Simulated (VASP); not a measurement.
# TiC (Fm-3m) in VASP: further runs

TiC is run at these levels: PBE; tasks: single point.

All numbers are computed with VASP 6.6.1; they aren't measurements. Logs are shortened: lines on timing, memory, paths and dates and some standing lists are left out, and cuts for length are marked.

**1. The cell of the first run**

Symmetry: Fm-3m, No. 225, cubic system. The conventional cell has a = 4.333 Å, b = 4.333 Å, c = 4.333 Å, α = 90.00°, β = 90.00°, γ = 90.00°. Within 2.9 Å of Ti (site symmetry m-3m) lie 6 C at 2.17 Å. C (site symmetry m-3m) has 6 Ti at 2.17 Å within 2.9 Å.

**2. Single point, PBE**

Contents of INCAR:

```
PREC = Accurate ; ENCUT = 520
EDIFF = 1E-6 ; ISMEAR = 0
SIGMA = 0.15 ; LREAL = False
LASPH = True ; NELM = 60
ALGO = Normal ; ISIF = 2
LWAVE = False ; LCHARG = True
GGA = PE ; LELF = True
LVHAR = True ; NBANDS = 15
```

Contents of KPOINTS:

```
regular mesh
0
Gamma
  26 26 26
```

Contents of POSCAR:

```
TiC
1.0
    0.0000000000      2.1664615241      2.1664615241
    2.1664615241      0.0000000000      2.1664615241
    2.1664615241      2.1664615241      0.0000000000
Ti C
1 1
Direct
    0.0000000000      0.0000000000      0.0000000000
    0.5000000000      0.5000000000      0.5000000000
```

Potentials or basis: VASP PAW PBE potentials, release 64 (Ti_sv, C).

The run is started by

```
$ cat potpaw_PBE.64/Ti_sv/POTCAR potpaw_PBE.64/C/POTCAR > POTCAR
$ mpirun -np 1 vasp_std > vasp.out
```

OUTCAR:

```text
PREC = Accurate
   ENCUT = 520
   EDIFF = 1E-6
   ISMEAR = 0
   LREAL = False
   LASPH = True
   NELM = 60
   ISIF = 2
   GGA = PE

 ion  position               nearest neighbor table
   1  0.000  0.000  0.000-   2 2.17   2 2.17   2 2.17   2 2.17   2 2.17   2 2.17
   2  0.500  0.500  0.500-   1 2.17   1 2.17   1 2.17   1 2.17   1 2.17   1 2.17

  LATTYP: Found a face centered cubic cell.
 ALAT       =     4.3329230482

  Lattice vectors:

 A1 = (   0.0000000000,   2.1664615241,   2.1664615241)
 A2 = (   2.1664615241,   0.0000000000,   2.1664615241)
 A3 = (   2.1664615241,   2.1664615241,   0.0000000000)

Analysis of symmetry for initial positions (statically):
=====================================================================
 Subroutine PRICEL returns:
 Original cell was already a primitive cell.

 Routine SETGRP: Setting up the symmetry group for a
 face centered cubic supercell.

 Subroutine GETGRP returns: Found 48 space group operations
 (whereof 48 operations were pure point group operations)
 out of a pool of 48 trial point group operations.

The static configuration has the point symmetry O_h .

Analysis of symmetry for dynamics (positions and initial velocities):
=====================================================================
 Subroutine PRICEL returns:
 Original cell was already a primitive cell.

 Routine SETGRP: Setting up the symmetry group for a
 face centered cubic supercell.

 Subroutine GETGRP returns: Found 48 space group operations
 (whereof 48 operations were pure point group operations)
 out of a pool of 48 trial point group operations.

The dynamic configuration has the point symmetry O_h .

 Subroutine INISYM returns: Found 48 space group operations
 (whereof 48 operations are pure point group operations),
 and found     1 'primitive' translations

----------------------------------------------------------------------------------------

                                     Primitive cell

  volume of cell :      20.3368

  direct lattice vectors                    reciprocal lattice vectors
     0.000000000  2.166461524  2.166461524    -0.230791082  0.230791082  0.230791082
     2.166461524  0.000000000  2.166461524     0.230791082 -0.230791082  0.230791082
     2.166461524  2.166461524  0.000000000     0.230791082  0.230791082 -0.230791082

  length of vectors
     3.063839270  3.063839270  3.063839270     0.399741881  0.399741881  0.399741881

  position of ions in fractional coordinates (direct lattice)
     0.000000000  0.000000000  0.000000000
     0.500000000  0.500000000  0.500000000

  ion indices of the primitive-cell ions
   primitive index   ion index
                 1           1
                 2           2

----------------------------------------------------------------------------------------

 KPOINTS: regular mesh

Automatic generation of k-mesh.
 Grid dimensions read from file:
 generate k-points for:   26   26   26

 Generating k-lattice:

  Cartesian coordinates                     Fractional coordinates (reciprocal lattice)
    -0.008876580  0.008876580  0.008876580     0.038461538  0.000000000  0.000000000
     0.008876580 -0.008876580  0.008876580     0.000000000  0.038461538  0.000000000
     0.008876580  0.008876580 -0.008876580     0.000000000  0.000000000  0.038461538

  Length of vectors
     0.015374688  0.015374688  0.015374688

  Shift w.r.t. Gamma in fractional coordinates (k-lattice)
     0.000000000  0.000000000  0.000000000

 Subroutine IBZKPT returns following result:
 ===========================================

 Found    511 irreducible k-points:

 Following reciprocal coordinates:
            Coordinates               Weight
  0.000000  0.000000  0.000000      1.000000
  0.038462  0.000000  0.000000      8.000000
  0.076923  0.000000  0.000000      8.000000
  0.115385  0.000000  0.000000      8.000000
  0.153846  0.000000  0.000000      8.000000
  0.192308  0.000000  0.000000      8.000000
[... 16 lines left out ...]
  0.346154  0.038462  0.000000     24.000000
  0.384615  0.038462  0.000000     24.000000
 [... further k-points ...]
   k-points           NKPTS =    511   k-points in BZ     NKDIM =    511   number of bands    NBANDS=     15
   number of dos      NEDOS =    301   number of ions     NIONS =      2
   total plane-waves  NPLWV =  13824
   dimension x,y,z NGX =    24 NGY =   24 NGZ =   24
   dimension x,y,z NGXF=    48 NGYF=   48 NGZF=   48
   ions per type =               1   1
   NGX,Y,Z   is equivalent  to a cutoff of  13.02, 13.02, 13.02 a.u.
   NGXF,Y,Z  is equivalent  to a cutoff of  26.05, 26.05, 26.05 a.u.
 SYSTEM =  unknown system
   PREC   = accura    normal or accurate (medium, high low for compatibility)
   ISTART =      0    job   : 0-new  1-cont  2-samecut
   ICHARG =      2    charge: 1-file 2-atom 10-const
   ISPIN  =      1    spin polarized calculation?
   LNONCOLLINEAR =      F non collinear calculations
   LSORBIT =      F    spin-orbit coupling
   LASPH  =      T    aspherical Exc in radial PAW
   ENCUT  =  520.0 eV  38.22 Ry    6.18 a.u.   5.70  5.70  5.70*2*pi/ulx,y,z
   NELM   =     60;   NELMIN=  2; NELMDL= -5     # of ELM steps
   EDIFF  = 0.1E-05   stopping-criterion for ELM
   LREAL  =      F    real-space projection
   EDIFFG = 0.1E-04   stopping-criterion for IOM
   NSW    =      0    number of steps for IOM
   IBRION =     -1    ionic relax: 0-MD 1-quasi-New 2-CG
   NFREE  =      0    steps in history (QN), initial steepest desc. (CG)
   ISIF   =      2    stress and relaxation
   ISYM   =      2    0-nonsym 1-usesym 2-fastsym
   POTIM  = 0.5000    time-step for ionic-motion
   TEBEG  =    0.0;   TEEND  =   0.0 temperature during run
   PSTRESS=    0.0 pullay stress
   NELECT =      16.0000    total number of electrons
   NUPDOWN=      -1.0000    fix difference up-down
   EMIN   =  10.00;   EMAX   =-10.00  energy-range for DOS
   EFERMI =   0.00;   METHOD = LEGACY
   ISMEAR =     0;   SIGMA  =   0.15  broadening in eV -4-tet -1-fermi 0-gaus
   EFERMI_NEDOS =   21; number of points for ismear=-14 and -15
   IALGO  =     38    algorithm
   IMIX   =      4    mixing-type and parameters
     AMIX     =   0.40;   BMIX     =  1.00
     AMIX_MAG =   1.60;   BMIX_MAG =  1.00
  volume/ion in A,a.u.               =      10.17        68.62
  Fermi-wavevector in a.u.,A,eV,Ry     =   1.511311  2.855964 31.076536  2.284061
  Thomas-Fermi vector in A             =   2.621385
   LORBIT       =      0    0 simple, 1 ext, 2 COOP (PROOUT), +10 PAW based schemes
   GGA     = PE    functional components
   LHFCALC =     F    Hartree Fock is set to
   AEXX    =    0.0000 exact exchange contribution
   IVDW    =     0    specifies the selected vdW correction
   LEPSILON=     F    determine dielectric tensor
   LRPA    =     F    only Hartree local field effects (RPA)
 non-spin polarized calculation
 Gauss-broadening in eV      SIGMA  =   0.15
  energy-cutoff  :      520.00
  volume of cell :       20.34
 maximum number of plane-waves:       568
   NGX = 11   NGY = 11   NGZ = 11

 number of electron      16.0000000 magnetization

 Free energy of the ion-electron system (eV)
  ---------------------------------------------------
  ext. energy  EPLUGINS =         0.00000000
  ---------------------------------------------------
  free energy    TOTEN  =       -18.71105852 eV

  energy without entropy =      -18.70779181  energy(sigma->0) =      -18.70942516

 E-fermi :   9.4069     XC(G=0): -12.6925

 val. band max:        9.4017694470   @ k =   0.1154   0.0769   0.0000
 cond. band min:       9.4143707714   @ k =   0.5000   0.4615   0.0000
 fundamental gap:      0.0126013244
 Fermi energy:         9.4069342589

 k-point     1 :       0.0000    0.0000    0.0000
  band No.  band energies     occupation
      1     -47.1920      2.00000
      2     -23.2166      2.00000
      3     -23.2166      2.00000
      4     -23.2166      2.00000
      5      -2.9917      2.00000
      6      10.0933      0.00000
      7      10.0933      0.00000
      8      10.0933      0.00000
      9      11.0765      0.00000
     10      11.0765      0.00000
     11      11.0765      0.00000
     12      11.1107      0.00000
     13      11.1107      0.00000
     14      19.8676      0.00000
     15      23.4284      0.00000

 k-point     2 :       0.0385    0.0000    0.0000
  band No.  band energies     occupation
      1     -47.1909      2.00000
      2     -23.2240      2.00000
      3     -23.2173      2.00000
      4     -23.2173      2.00000
      5      -2.9581      2.00000
      6       9.9030      0.00000
      7      10.0447      0.00000
      8      10.0447      0.00000
      9      10.5839      0.00000
     10      10.5839      0.00000
     11      11.1877      0.00000
     12      11.7008      0.00000
     13      11.7008      0.00000
     14      19.9303      0.00000
     15      23.4440      0.00000

 k-point     3 :       0.0769    0.0000    0.0000
  band No.  band energies     occupation
      1     -47.1878      2.00000
      2     -23.2459      2.00000
      3     -23.2193      2.00000
      4     -23.2193      2.00000
      5      -2.8582      2.00000
      6       9.4692      0.55689
      7       9.7279      0.00248
      8       9.7279      0.00248
      9      10.4064      0.00000
     10      10.4064      0.00000
     11      11.3945      0.00000
     12      12.3402      0.00000
     13      12.3402      0.00000
     14      20.1053      0.00000
     15      23.4751      0.00000
[... 343 lines left out ...]
 k-point    23 :       0.3462    0.0385    0.0000
  band No.  band energies     occupation
      1     -47.1371      2.00000
      2     -23.5892      2.00000
      3     -23.2591      2.00000
      4     -23.2518      2.00000
      5      -0.8147      2.00000
      6       5.2788      2.00000
      7       6.9744      2.00000
      8       7.1361      2.00000
      9      11.5386      0.00000
     10      11.8309      0.00000
     11      12.7392      0.00000
     12      16.0857      0.00000
     13      16.6310      0.00000
     14      19.4223      0.00000
     15      24.7123      0.00000

 k-point    24 :       0.3846    0.0385    0.0000
  band No.  band energies     occupation
      1     -47.1302      2.00000
      2     -23.6351      2.00000
      3     -23.2628      2.00000
      4     -23.2574      2.00000
      5      -0.4065      2.00000
      6       4.7087      2.00000
      7       6.7710      2.00000
      8       6.9030      2.00000
      9      11.7835      0.00000
     10      12.0350      0.00000
     11      12.9700      0.00000
     12      16.5530      0.00000
     13      17.0043      0.00000
     14      18.8572      0.00000
     15      25.0269      0.00000

 [... further k-points ...]

------------------------ aborting loop because EDIFF is reached ----------------------------------------

  FORCE on cell =-STRESS in cart. coord.  units (eV):
  Direction    XX          YY          ZZ          XY          YZ          ZX
  --------------------------------------------------------------------------------------
  -------------------------------------------------------------------------------------
  Total        0.0238876      0.0238876      0.0238876      0.0000000      0.0000000      0.0000000
  in kB        1.8819166      1.8819166      1.8819166      0.0000000      0.0000000      0.0000000
  external PRESSURE =       1.8819166 kB  Pullay stress =       0.0000000 kB

 VOLUME and BASIS-vectors are now :
 -----------------------------------------------------------------------------
  energy-cutoff  :      520.00
  volume of cell :       20.34
      direct lattice vectors                 reciprocal lattice vectors
     0.000000000  2.166461524  2.166461524    -0.230791082  0.230791082  0.230791082
     2.166461524  0.000000000  2.166461524     0.230791082 -0.230791082  0.230791082
     2.166461524  2.166461524  0.000000000     0.230791082  0.230791082 -0.230791082

 POSITION                                       TOTAL-FORCE (eV/Angst)
 -----------------------------------------------------------------------------------
      0.00000      0.00000      0.00000         0.000000      0.000000      0.000000
      2.16646      2.16646      2.16646        -0.000000     -0.000000     -0.000000
 -----------------------------------------------------------------------------------
    total drift:                                0.000000     -0.000000     -0.000000

  FREE ENERGIE OF THE ION-ELECTRON SYSTEM (eV)
  ---------------------------------------------------
  free  energy   TOTEN  =       -18.7110585163 eV

  energy  without entropy=      -18.7077918076  energy(sigma->0) =      -18.70942516
```

It took 3.8 min on 1 thread of Intel Xeon 8259CL, shared host; peak memory 0.27 GiB.

Results:

| Property | Result |
| --- | --- |
| Free energy | -18.7111 eV |
| Pressure | 0.2 GPa |
| Band gap on the k mesh | zero (bands 8 and 9 overlap by 1.10 eV) |

Levels at points of the mesh, in eV from the Fermi level:
| k point | band 5 | band 6 | band 7 | band 8 | band 9 | band 10 | band 11 | band 12 |
| --- | --- | --- | --- | --- | --- | --- | --- | --- |
| (0.00, 0.00, 0.00) | -12.40 | 0.69 | 0.69 | 0.69 | 1.67 | 1.67 | 1.67 | 1.70 |
| (0.50, 0.00, 0.00) | -8.93 | -5.84 | -2.90 | -2.90 | 2.90 | 2.90 | 4.08 | 8.14 |
| (0.50, 0.50, 0.00) | -10.12 | -3.44 | -1.62 | -0.04 | -0.04 | 2.70 | 3.50 | 3.50 |

**3. Single point, PBE**

Contents of INCAR:

```
SYSTEM = TiC
PREC = Accurate
ENCUT = 520
EDIFF = 1E-7
ISMEAR = 0
SIGMA = 0.15
LREAL = .FALSE.
LASPH = .TRUE.
NELM = 100
ALGO = Normal
ISIF = 2
LWAVE = .FALSE.
LCHARG = .FALSE.
GGA = PE
NBANDS = 15
```

Contents of KPOINTS:

```
regular mesh
0
G
  24 24 24
  0 0 0
```

POSCAR is that of step 2.

Potentials or basis: VASP PAW PBE potentials, release 64 (Ti_sv, C).

The run is started by

```
$ cat potpaw_PBE.64/Ti_sv/POTCAR potpaw_PBE.64/C/POTCAR > POTCAR
$ mpirun -np 1 vasp_std > vasp.out
```

It took 3.4 min on 1 thread of Intel Xeon 8259CL, shared host; peak memory 0.25 GiB.

The run converged. Its results:

```
Free energy            : -18.7110 eV
Pressure               : 0.2 GPa
Band gap on the k mesh : zero (bands 8 and 9 overlap by 1.10 eV)
```

Levels at points of the mesh, in eV from the Fermi level:
```tsv
k point	band 5	band 6	band 7	band 8	band 9	band 10	band 11	band 12
(0.00, 0.00, 0.00)	-12.40	0.69	0.69	0.69	1.67	1.67	1.67	1.71
(0.50, 0.00, 0.00)	-8.92	-5.84	-2.89	-2.89	2.91	2.91	4.09	8.14
(0.50, 0.50, 0.00)	-10.11	-3.43	-1.62	-0.04	-0.04	2.70	3.50	3.50
```

**4. Single point, PBE**

This run uses another cell than the first one: it holds 8 atoms, not 2.

Contents of INCAR:

```
SYSTEM = TiC
  ALGO = Normal
  EDIFF = 1E-6
  ENCUT = 520
  GGA = PE
  ISIF = 2
  ISMEAR = 0
  LASPH = .TRUE.
  LCHARG = .FALSE.
  LREAL = .FALSE.
  LWAVE = .FALSE.
  NBANDS = 42
  NELM = 80
  PREC = Accurate
  SIGMA = 0.15
```

Contents of KPOINTS:

```
k-points
0
G
  14 14 14
  0 0 0
```

Contents of POSCAR:

```
TiC
1.0
    4.3329230482      0.0000000000      0.0000000000
    0.0000000000     -4.3329230482      0.0000000000
    0.0000000000      0.0000000000     -4.3329230482
Ti C
4 4
Direct
    0.0000000000      1.0000000000      1.0000000000
    0.5000000000      0.5000000000      1.0000000000
    0.5000000000      1.0000000000      0.5000000000
    0.0000000000      0.5000000000      0.5000000000
    0.5000000000      0.0000000000      0.0000000000
    0.0000000000      0.5000000000      0.0000000000
    0.0000000000      0.0000000000      0.5000000000
    0.5000000000      0.5000000000      0.5000000000
```

The run is started by

```
$ cat potpaw_PBE.64/Ti_sv/POTCAR potpaw_PBE.64/C/POTCAR > POTCAR
$ mpirun -np 1 vasp_std > vasp.out
```

It took 9.2 min on 1 thread of Intel Xeon 8259CL, shared host; peak memory 0.4 GiB.

The run converged. Its results:

* Free energy: -74.8440 eV
* Pressure: 0.3 GPa
* Band gap on the k mesh: zero (bands 32 and 33 overlap by 0.74 eV)

Levels at points of the mesh, in eV from the Fermi level:
| k point | band 29 | band 30 | band 31 | band 32 | band 33 | band 34 | band 35 | band 36 |
| --- | --- | --- | --- | --- | --- | --- | --- | --- |
| (0.00, 0.00, 0.00) | -0.03 | -0.03 | -0.03 | -0.03 | 0.70 | 0.70 | 0.70 | 1.68 |
| (0.50, 0.00, 0.00) | -0.59 | -0.59 | -0.40 | -0.40 | -0.40 | -0.40 | 2.19 | 2.19 |
| (0.50, 0.50, 0.00) | -2.55 | -2.55 | -2.55 | -2.55 | 2.15 | 2.15 | 2.15 | 2.15 |
| (0.50, 0.50, 0.50) | -2.89 | -2.89 | -2.89 | -2.89 | 2.91 | 2.91 | 2.91 | 2.91 |

**5. Single point, PBE**

Contents of INCAR:

```
  PREC = Accurate
  ENCUT = 520
  EDIFF = 1E-7
  ISMEAR = 0
  SIGMA = 0.1
  LREAL = False
  LASPH = True
  NELM = 100
  ALGO = Normal
  ISIF = 2
  LWAVE = False
  LCHARG = False
  GGA = PE
  ISYM = 0
  NBANDS = 15
```

Contents of KPOINTS:

```
regular mesh
0
Gamma
  12 12 14
```

Contents of POSCAR:

```
TiC
1.0
    3.0638392726      0.0000000000      0.0000000000
   -1.5319196363      2.6533626432      0.0000000000
    1.5319196363      0.8844542144      2.5016142906
Ti C
1 1
Direct
    0.0000000000      0.0000000000      0.0000000000
    0.0000000000      0.5000000000      0.5000000000
```

The run is started by

```
$ cat potpaw_PBE.64/Ti_sv/POTCAR potpaw_PBE.64/C/POTCAR > POTCAR
$ mpirun -np 1 vasp_std > vasp.out
```

Wall time 2.3 min (1 thread of Intel Xeon Platinum 8488C (Sapphire Rapids), shared host); peak memory 0.41 GiB.

Results (log left out):

| Property | Result |
| --- | --- |
| Free energy | -18.7108 eV |
| Pressure | 0.2 GPa |
| Band gap on the k mesh | zero (bands 8 and 9 overlap by 1.09 eV) |

Levels at points of the mesh, in eV from the Fermi level:
| k point | band 6 | band 7 | band 8 | band 9 | band 10 | band 11 |
| --- | --- | --- | --- | --- | --- | --- |
| (0.00, 0.00, 0.00) | 0.68 | 0.68 | 0.68 | 1.67 | 1.67 | 1.67 |
| (0.50, 0.00, 0.00) | -3.44 | -1.62 | -0.05 | -0.05 | 2.69 | 3.50 |
| (0.00, 0.50, 0.00) | -5.84 | -2.90 | -2.90 | 2.90 | 2.90 | 4.08 |
| (0.50, 0.50, 0.00) | -5.84 | -2.90 | -2.90 | 2.90 | 2.90 | 4.08 |
| (0.00, 0.00, 0.50) | -5.84 | -2.90 | -2.90 | 2.90 | 2.90 | 4.08 |
| (0.50, 0.00, 0.50) | -5.84 | -2.90 | -2.90 | 2.90 | 2.90 | 4.08 |
| (0.00, 0.50, 0.50) | -3.44 | -1.62 | -0.05 | -0.05 | 2.69 | 3.50 |
| (0.50, 0.50, 0.50) | -3.44 | -1.62 | -0.05 | -0.05 | 2.69 | 3.50 |

**6. Overview**

```csv
cell,k mesh,smearing,gap on the mesh (eV),pressure (GPa)
"a = 3.064 Å, angles 60.0°, 2 atoms, atomic positions A",26 × 26 × 26,gaussian 0.15 eV,none,0.2
"a = 3.064 Å, angles 60.0°, 2 atoms, atomic positions A",24 × 24 × 24,gaussian 0.15 eV,none,0.2
"a = 4.333 Å, 8 atoms, atomic positions B",14 × 14 × 14,gaussian 0.15 eV,none,0.3
"a = 3.064 Å, angles 90.0, 60.0, 120.0°, 2 atoms, atomic positions C",12 × 12 × 14,gaussian 0.1 eV,none,0.2
```

Alike in all rows: task single point; level PBE; potentials or basis VASP PAW PBE potentials, release 64 (Ti_sv, C); no spin polarisation; cutoff (eV) 520.

Total energies depend on the potentials used, so only differences within one code and one set of settings carry meaning.
